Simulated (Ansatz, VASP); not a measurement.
**One calculation of Ge, two programs**

```
Ge
1.0
     4.02406    0.00000    0.00000
    -2.01203    3.48494    0.00000
     0.00000    0.00000    6.64308
Ge
4
Direct
  0.66667 0.33333 0.06290
  0.33333 0.66667 0.56290
  0.66667 0.33333 0.43710
  0.33333 0.66667 0.93710
```

Change from the starting cell: volume scaled by 1.02.

Alike in both runs: task single point; functional PBE; k mesh 11 × 11 × 6; occupations fermi-dirac, width 0.05 eV; no spin polarisation.

|  | VASP | Ansatz |
| --- | --- | --- |
| version | VASP 6.6.1 | Ansatz 0.2.0 |
| potentials or method | VASP PAW PBE potentials, release 64 (Ge_d), cutoff 520 eV | all-electron LAPW, scalar-relativistic |

VASP gave:

- pressure (GPa): 1.4
- traceless stress, the component that is largest in VASP (GPa): -0.06

Task: What did Ansatz give for the same quantities?

Result: Pressure (GPa): 1.5; traceless stress, the component that is largest in VASP (GPa): -0.07.

Ansatz ran all-electron here, and VASP with PAW potentials.
